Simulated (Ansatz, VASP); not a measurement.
# Two plane-wave programs on GeSb2Te4

The input INCAR:

```
SYSTEM = GeSb2Te4
ALGO     = Normal         ! electronic algorithm
EDIFF    = 1E-6           ! SCF threshold, eV
ENCUT    = 520            ! plane-wave cutoff, eV
GGA      = PE             ! functional
ISIF     = 2              ! what is computed and relaxed
ISMEAR   = 0              ! smearing method
LASPH    = .True.         ! aspherical terms in the spheres
LCHARG   = .False.        ! write CHGCAR
LREAL    = .False.        ! projectors in reciprocal space
LWAVE    = .False.        ! write WAVECAR
NBANDS   = 33             ! bands
NELM     = 80             ! most SCF steps
PREC     = Accurate       ! precision mode
SIGMA    = 0.03           ! smearing width, eV
```

KPOINTS

```
k-points
0
Gamma
  9 9 3
  0 0 0
```

Contents of POSCAR:

```
GeSb2Te4
1.0
   -4.2977010893      0.0000000000      0.0000000000
   -2.1488505447     -3.7219183212      0.0000000000
    1.6118527936      0.9306036442     14.1302728042
Ge Sb Te
1 2 4
Direct
    0.5539913557      0.5539913557      0.2073377777
    0.3616809684      0.3616809684      0.7713543595
    0.9571664277      0.9571664277      0.4866674886
    0.8623890735      0.8623890735      0.1076086130
    0.0586119865      0.0586119865      0.8923956264
    0.6587678470      0.6587678470      0.6263878696
    0.2596025861      0.2596025861      0.3630952651
```

Input for Ansatz:

```yaml
crystal:
  lattice:
    - [-4.2977010893, 0.0, 0.0]
    - [-2.1488505447, -3.7219183212, 0.0]
    - [1.6118527936, 0.9306036442, 14.1302728042]
  atoms:
    - { symbol: Ge, position: [0.5539913557, 0.5539913557, 0.2073377777] }
    - { symbol: Sb, position: [0.3616809684, 0.3616809684, 0.7713543595] }
    - { symbol: Sb, position: [0.9571664277, 0.9571664277, 0.4866674886] }
    - { symbol: Te, position: [0.8623890735, 0.8623890735, 0.107608613] }
    - { symbol: Te, position: [0.0586119865, 0.0586119865, 0.8923956264] }
    - { symbol: Te, position: [0.658767847, 0.658767847, 0.6263878696] }
    - { symbol: Te, position: [0.2596025861, 0.2596025861, 0.3630952651] }
basis:
  ecutwfc: 420
kpoints:
  mp_grid: { grid: [9, 9, 3] }
hamiltonian:
  xc: pbe
scf:
  occupations: { method: gaussian, width: 0.03 }
output:
  forces: true
  stress: true
  eigenvalues: true
```

Alike in both runs: task single point; functional PBE; k mesh 9 × 9 × 3; occupations gaussian, width 0.03 eV; no spin polarisation.

|  | VASP | Ansatz |
| --- | --- | --- |
| version | VASP 6.6.1 | Ansatz 0.2.0 |
| potentials or method | VASP PAW PBE potentials, release 64 (Ge_d, Sb, Te), cutoff 520 eV | scalar-relativistic, plane waves, PAW |
| valence electrons in the cell | 48 | 108 |

|  | VASP | Ansatz | Ansatz less VASP |
| --- | --- | --- | --- |
| gap on the k mesh at the Fermi level (eV) | 0.27 | 0.27 | +0.006 |
| least direct gap on the mesh (eV) | 0.32 | 0.33 | +0.008 |
| pressure (GPa) | 0.1 | 0.1 | +0.01 |
| traceless stress, the component that is largest in VASP (GPa) | 0.41 | 0.41 | +0.003 |
| rms of the force components (eV/Å) | 0.046 | 0.046 | -0.0003 |

Atom by atom the forces differ by 0.010 eV/Å (rms over components). VASP's potentials hold 48 valence electrons a cell and Ansatz's 108, so a difference there can come from the potentials and not from the codes.

Spin-orbit coupling is off throughout.
